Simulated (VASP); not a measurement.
# Ti in VASP: single point with PBE

Aim: the single point of Ti with PBE.

All numbers are computed with VASP 6.6.1; they aren't measurements. Logs are shortened: lines on timing, memory, paths and dates and some standing lists are left out, and cuts for length are marked.

### 1 The cell of the first run

The cell holds a slab with vacuum, 10 atoms: a = 2.938 Å, b = 5.501 Å, c = 25.790 Å, α = 90.00°, β = 90.00°, γ = 105.49°.

### 2 Single point, PBE

The input, INCAR:

```
SYSTEM = Ti
PREC = Accurate ; ENCUT = 520
EDIFF = 1E-6 ; ISMEAR = 0
SIGMA = 0.1 ; LREAL = .False.
LASPH = .True. ; NELM = 60
ALGO = Normal ; ISIF = 2
LWAVE = .False. ; LCHARG = .False.
LDIPOL = .True. ; IDIPOL = 3
DIPOL = 0.5 0.5 0.500 ; GGA = PE
NBANDS = 71 ; ISYM = 0
```

The input, KPOINTS:

```
regular mesh
0
Gamma
  12 7 1
  0 0 0
```

The input, POSCAR:

```
Ti
1.0
    2.9384580613      0.0000000000      0.0000000000
   -1.4692290307      5.3013487498      0.0000000000
    0.0000000000      0.0000000000     25.7900303010
Ti
10
Direct
    0.4830324751      0.9669510670      0.3234746068
    0.7565081528      0.5133881396      0.3381341789
    0.0913668144      0.1834235160      0.4051709098
    0.3625693996      0.7251028936      0.4199790802
    0.7113078501      0.4227668750      0.4934190871
   -0.0200337535     -0.0402184562      0.5065818859
    0.3287018292      0.6574402098      0.5800204586
    0.5999044483      0.1991184537      0.5948287677
    0.9347614967      0.8691514969      0.6618660435
    0.2082396545      0.4155925388      0.6765249815
```

Potentials or basis: VASP PAW PBE potentials, release 64 (Ti_sv).

On the command line:

```sh
$ cat potpaw_PBE.64/Ti_sv/POTCAR > POTCAR
$ mpirun -np 1 vasp_std > vasp.out
```

OUTCAR:

```text
SYSTEM = Ti
   PREC = Accurate
   ENCUT = 520
   EDIFF = 1E-6
   ISMEAR = 0
   LREAL = .False.
   LASPH = .True.
   NELM = 60
   ISIF = 2
   GGA = PE
   ISYM = 0

 ion  position               nearest neighbor table
   1  0.483  0.967  0.323-   4 2.80   3 2.81   3 2.81   2 2.84   2 2.84
   2  0.757  0.513  0.338-   4 2.81   4 2.81   1 2.84   1 2.84   3 2.86   3 2.87
   3  0.091  0.183  0.405-   1 2.81   1 2.81   4 2.86   2 2.86   2 2.87   4 2.87   6 2.87   4 2.90

   4  0.363  0.725  0.420-   1 2.80   2 2.81   2 2.81   3 2.86   3 2.87   5 2.88   5 2.88   3 2.90

   5  0.711  0.423  0.493-   6 2.87   8 2.87   6 2.88   6 2.88   4 2.88   4 2.88
   6  0.980  0.960  0.507-   5 2.87   3 2.87   5 2.88   5 2.88   7 2.88   7 2.88
   7  0.329  0.657  0.580-  10 2.80   9 2.81   9 2.81   8 2.86   8 2.87   6 2.88   6 2.88   8 2.90

   8  0.600  0.199  0.595-  10 2.81  10 2.81   7 2.86   9 2.86   9 2.87   7 2.87   5 2.87   7 2.90

   9  0.935  0.869  0.662-   7 2.81   7 2.81  10 2.84  10 2.84   8 2.86   8 2.87
  10  0.208  0.416  0.677-   7 2.80   8 2.81   8 2.81   9 2.84   9 2.84

IMPORTANT INFORMATION: All symmetrisations will be switched off!
NOSYMM: (Re-)initialisation of all symmetry stuff for point group C_1.

----------------------------------------------------------------------------------------

                                     Primitive cell

  volume of cell :     401.7517

  direct lattice vectors                    reciprocal lattice vectors
     2.938458061  0.000000000  0.000000000     0.340314539  0.094315621  0.000000000
    -1.469229031  5.301348750  0.000000000     0.000000000  0.188631242  0.000000000
     0.000000000  0.000000000 25.790030301     0.000000000  0.000000000  0.038774673

  length of vectors
     2.938458061  5.501175557 25.790030301     0.353142212  0.188631242  0.038774673

  position of ions in fractional coordinates (direct lattice)
     0.483032475  0.966951067  0.323474607
     0.756508153  0.513388140  0.338134179
     0.091366814  0.183423516  0.405170910
     0.362569400  0.725102894  0.419979080
     0.711307850  0.422766875  0.493419087
     0.979966246  0.959781544  0.506581886
     0.328701829  0.657440210  0.580020459
     0.599904448  0.199118454  0.594828768
     0.934761497  0.869151497  0.661866043
     0.208239654  0.415592539  0.676524982

  ion indices of the primitive-cell ions
   primitive index   ion index
                 1           1
                 2           2
                 3           3
                 4           4
                 5           5
                 6           6
                 7           7
                 8           8
                 9           9
                10          10

----------------------------------------------------------------------------------------

 KPOINTS: regular mesh

Automatic generation of k-mesh.
 Grid dimensions read from file:
 generate k-points for:   12    7    1

 Generating k-lattice:

  Cartesian coordinates                     Fractional coordinates (reciprocal lattice)
     0.028359545  0.007859635  0.000000000     0.083333333  0.000000000  0.000000000
     0.000000000  0.026947320  0.000000000     0.000000000  0.142857143  0.000000000
     0.000000000  0.000000000  0.038774673     0.000000000  0.000000000  1.000000000

  Length of vectors
     0.029428518  0.026947320  0.038774673

  Shift w.r.t. Gamma in fractional coordinates (k-lattice)
     0.000000000  0.000000000  0.000000000

 -----------------------------------------------------------------------------
|                                                                             |
|           W    W    AA    RRRRR   N    N  II  N    N   GGGG   !!!           |
|           W    W   A  A   R    R  NN   N  II  NN   N  G    G  !!!           |
|           W    W  A    A  R    R  N N  N  II  N N  N  G       !!!           |
|           W WW W  AAAAAA  RRRRR   N  N N  II  N  N N  G  GGG   !            |
|           WW  WW  A    A  R   R   N   NN  II  N   NN  G    G                |
|           W    W  A    A  R    R  N    N  II  N    N   GGGG   !!!           |
|                                                                             |
|     Your reciprocal lattice and k-lattice belong to different lattice       |
|     classes:                                                                |
|                                                                             |
|        The reciprocal lattice is base centered orthorhombic,                |
|        whereas your k-lattice is simple monoclinic.                         |
|                                                                             |
|     Results are often still useful ...                                      |
|                                                                             |
 -----------------------------------------------------------------------------

 WARNING: IBZKPT: internal override: KBLOWUP is changed to .FALSE.
      ... skipping the blow-up phase ...

 Subroutine IBZKPT returns following result:
 ===========================================

 Found     43 irreducible k-points:

 Following reciprocal coordinates:
            Coordinates               Weight
  0.000000  0.000000  0.000000      1.000000
  0.083333 -0.000000  0.000000      2.000000
  0.166667 -0.000000  0.000000      2.000000
  0.250000  0.000000  0.000000      2.000000
  0.333333 -0.000000  0.000000      2.000000
  0.416667 -0.000000  0.000000      2.000000
[... 16 lines left out ...]
  0.250000  0.285714  0.000000      2.000000
  0.333333  0.285714  0.000000      2.000000
 [... further k-points ...]
   k-points           NKPTS =     43   k-points in BZ     NKDIM =     43   number of bands    NBANDS=     71
   number of dos      NEDOS =    301   number of ions     NIONS =     10
   total plane-waves  NPLWV = 193536
   dimension x,y,z NGX =    24 NGY =   42 NGZ =  192
   dimension x,y,z NGXF=    48 NGYF=   84 NGZF=  384
   ions per type =              10
   NGX,Y,Z   is equivalent  to a cutoff of  13.58, 12.69, 12.38 a.u.
   NGXF,Y,Z  is equivalent  to a cutoff of  27.16, 25.38, 24.75 a.u.
 SYSTEM =  Ti
   PREC   = accura    normal or accurate (medium, high low for compatibility)
   ISTART =      0    job   : 0-new  1-cont  2-samecut
   ICHARG =      2    charge: 1-file 2-atom 10-const
   ISPIN  =      1    spin polarized calculation?
   LNONCOLLINEAR =      F non collinear calculations
   LSORBIT =      F    spin-orbit coupling
   LASPH  =      T    aspherical Exc in radial PAW
   ENCUT  =  520.0 eV  38.22 Ry    6.18 a.u.   5.46 10.23 47.95*2*pi/ulx,y,z
   NELM   =     60;   NELMIN=  2; NELMDL= -5     # of ELM steps
   EDIFF  = 0.1E-05   stopping-criterion for ELM
   LREAL  =      F    real-space projection
   EDIFFG = 0.1E-04   stopping-criterion for IOM
   NSW    =      0    number of steps for IOM
   IBRION =     -1    ionic relax: 0-MD 1-quasi-New 2-CG
   NFREE  =      0    steps in history (QN), initial steepest desc. (CG)
   ISIF   =      2    stress and relaxation
   ISYM   =      0    0-nonsym 1-usesym 2-fastsym
   POTIM  = 0.5000    time-step for ionic-motion
   TEBEG  =    0.0;   TEEND  =   0.0 temperature during run
   PSTRESS=    0.0 pullay stress
   NELECT =     120.0000    total number of electrons
   NUPDOWN=      -1.0000    fix difference up-down
   EMIN   =  10.00;   EMAX   =-10.00  energy-range for DOS
   EFERMI =   0.00;   METHOD = LEGACY
   ISMEAR =     0;   SIGMA  =   0.10  broadening in eV -4-tet -1-fermi 0-gaus
   EFERMI_NEDOS =   21; number of points for ismear=-14 and -15
   IALGO  =     38    algorithm
   IMIX   =      4    mixing-type and parameters
     AMIX     =   0.40;   BMIX     =  1.00
     AMIX_MAG =   1.60;   BMIX_MAG =  1.00
  volume/ion in A,a.u.               =      40.18       271.12
  Fermi-wavevector in a.u.,A,eV,Ry     =   1.094333  2.067989 16.293845  1.197564
  Thomas-Fermi vector in A             =   2.230635
   LORBIT       =      0    0 simple, 1 ext, 2 COOP (PROOUT), +10 PAW based schemes
   GGA     = PE    functional components
   LHFCALC =     F    Hartree Fock is set to
   AEXX    =    0.0000 exact exchange contribution
   IVDW    =     0    specifies the selected vdW correction
   LEPSILON=     F    determine dielectric tensor
   LRPA    =     F    only Hartree local field effects (RPA)
 non-spin polarized calculation
 Gauss-broadening in eV      SIGMA  =   0.10
  energy-cutoff  :      520.00
  volume of cell :      401.75
 maximum number of plane-waves:     10884
 NGX is ok and might be reduce to    24
   NGX = 11   NGY = 21   NGZ = 95

 dipolmoment           0.000000      0.000000      0.000055 electrons x Angstroem

 number of electron     119.9999995 magnetization

 dipolmoment           0.000000      0.000000     -0.000047 electrons x Angstroem

 Free energy of the ion-electron system (eV)
  ---------------------------------------------------
  ext. energy  EPLUGINS =         0.00000000
  ---------------------------------------------------
  free energy    TOTEN  =       -74.67019556 eV

  energy without entropy =      -74.57607287  energy(sigma->0) =      -74.62313422

 E-fermi :   1.4430     XC(G=0):  -5.7568

 val. band max:        1.4362262485   @ k =   0.1667  -0.0000   0.0000
 cond. band min:       1.4438805640   @ k =  -0.1667   0.1429   0.0000
 fundamental gap:      0.0076543155
 Fermi energy:         1.4429581307

 k-point     1 :       0.0000    0.0000    0.0000
  band No.  band energies     occupation
      1     -55.4598      2.00000
      2     -55.4589      2.00000
      3     -55.3631      2.00000
      4     -55.3390      2.00000
      5     -55.3329      2.00000
      6     -55.2737      2.00000
[... 63 lines left out ...]
     70       2.5513      0.00000
     71       2.6054      0.00000
[... 1700 lines left out ...]
     70       2.4127      0.00000
     71       2.5642      0.00000

 [... further k-points ...]

------------------------ aborting loop because EDIFF is reached ----------------------------------------

 vacuum level on the upper side and lower side of the slab       (xc-potential included)        -0.178        -0.183

  FORCE on cell =-STRESS in cart. coord.  units (eV):
  Direction    XX          YY          ZZ          XY          YZ          ZX
  --------------------------------------------------------------------------------------
  -------------------------------------------------------------------------------------
  Total       -3.5968708     -1.8038776     -0.3942600      0.0002774     -0.0644037     -0.0008078
  in kB      -14.3442451     -7.1938261     -1.5723006      0.0011061     -0.2568406     -0.0032215
  external PRESSURE =      -7.7034573 kB  Pullay stress =       0.0000000 kB

 VOLUME and BASIS-vectors are now :
 -----------------------------------------------------------------------------
  energy-cutoff  :      520.00
  volume of cell :      401.75
      direct lattice vectors                 reciprocal lattice vectors
     2.938458061  0.000000000  0.000000000     0.340314539  0.094315621  0.000000000
    -1.469229031  5.301348750  0.000000000     0.000000000  0.188631242  0.000000000
     0.000000000  0.000000000 25.790030301     0.000000000  0.000000000  0.038774673

 POSITION                                       TOTAL-FORCE (eV/Angst)
 -----------------------------------------------------------------------------------
     -0.00130      5.12614      8.34242         0.000193      0.016403      0.026138
      1.46868      2.72165      8.72049         0.000112     -0.000610      0.002858
     -0.00101      0.97239     10.44937         0.000303     -0.002653      0.006548
      0.00005      3.84402     10.83127        -0.000092     -0.015931      0.010884
      1.46901      2.24123     12.72529        -0.000195     -0.007912     -0.014592
      1.46945      5.08814     13.06476         0.000299      0.008032      0.014479
     -0.00005      3.48532     14.95875        -0.000035      0.015744     -0.010744
      1.47024      1.05560     15.34065        -0.000384      0.002709     -0.006623
      1.46977      4.60768     17.06955        -0.000109      0.000634     -0.002943
      0.00130      2.20320     17.44760        -0.000092     -0.016416     -0.026004
 -----------------------------------------------------------------------------------
    total drift:                                0.000329      0.000120     -0.000183

  FREE ENERGIE OF THE ION-ELECTRON SYSTEM (eV)
  ---------------------------------------------------
  free  energy   TOTEN  =       -74.6701955612 eV

  energy  without entropy=      -74.5760728721  energy(sigma->0) =      -74.62313422

 vacuum level on the upper side and lower side of the slab         5.266         5.259
```

Run time: 76 min. Hardware: 1 thread of Intel Xeon Platinum 8259CL at 2.50GHz (Skylake/Cascade Lake), shared host; peak memory 0.97 GiB.

What came out:

| Item | Value |
| --- | --- |
| Free energy | -74.6702 eV |
| Largest force | 0.031 eV/Å |
| Band gap on the k mesh | zero (bands 60 and 61 overlap by 0.36 eV) |

Forces in eV/Å, atoms in the order of the input:
```
Ti   0.000  0.016  0.026
Ti   0.000 -0.001  0.003
Ti   0.000 -0.003  0.007
Ti   0.000 -0.016  0.011
Ti   0.000 -0.008 -0.015
Ti   0.000  0.008  0.014
Ti   0.000  0.016 -0.011
Ti   0.000  0.003 -0.007
Ti   0.000  0.001 -0.003
Ti   0.000 -0.016 -0.026
```
